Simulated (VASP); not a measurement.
# W: relaxation of cell and atoms with PBE

Crystal: W.

```xyz
2
Lattice="2.7792 0.0000 0.0000 -1.3896 2.4068 0.0000 0.0000 0.0000 4.9492" Properties=species:S:1:pos:R:3 pbc="T T T"
W     0.0000    1.6045    1.2373
W     1.3896    0.8023    3.7119
```

- Program: VASP 6.6.1
- Task: relaxation of cell and atoms
- Functional: PBE
- Potentials or basis: VASP PAW PBE potentials, release 64 (W_sv)
- Cutoff: 600 eV
- k mesh: 18 × 18 × 8
- Occupations: gaussian, width 0.1 eV
- Spin: no spin polarisation
- Dipole correction: no
- Further INCAR settings: ALGO = Fast; EDIFF = 1e-06; IBRION = 2; EDIFFG = -0.01; NSW = 100; ISIF = 3

The relaxed volume is 16.56 Å³/atom. The relaxed cell is a = 2.779 Å, b = 2.779 Å, c = 4.953 Å, α = 90.00°, β = 90.00°, γ = 120.00°. The space group after relaxing (to 0.05 Å) is P6_3/mmc (No. 194), the energy gained by relaxing is 0.0 meV/atom and the ionic steps are 6. The pressure after relaxing is 0.0 GPa. The band gap on the k mesh is zero (band 14 reaches 11.69 eV, above the bottom of band 15 at 10.07 eV).

Final structure:
```yaml
crystal:
  lattice:
    - [2.77890, 0.00000, 0.00000]
    - [-1.38945, 2.40660, 0.00000]
    - [0.00000, 0.00000, 4.95329]
  atoms:
    - { symbol: W, position: [0.33333, 0.66667, 0.25000] }
    - { symbol: W, position: [0.66667, 0.33333, 0.75000] }
```

Levels at points of the mesh, in eV from the Fermi level:
```csv
k point,band 12,band 13,band 14,band 15,band 16,band 17
"(0.00, 0.00, 0.00)",-0.40,-0.40,-0.31,0.16,0.16,2.01
"(0.50, 0.00, 0.00)",-1.25,-0.90,-0.37,-0.14,4.63,5.63
"(0.00, 0.00, 0.50)",-2.11,-0.36,-0.36,-0.36,-0.36,3.49
"(0.50, 0.00, 0.50)",-3.39,1.25,1.25,1.68,1.68,4.96
```

It took 3.3 min on 1 thread of AMD EPYC 9R45 96-Core Processor (Zen 5) (shared host), peak memory 0.22 GiB.

Caveat: spin-orbit coupling is left out, which moves the levels of the heavy elements.
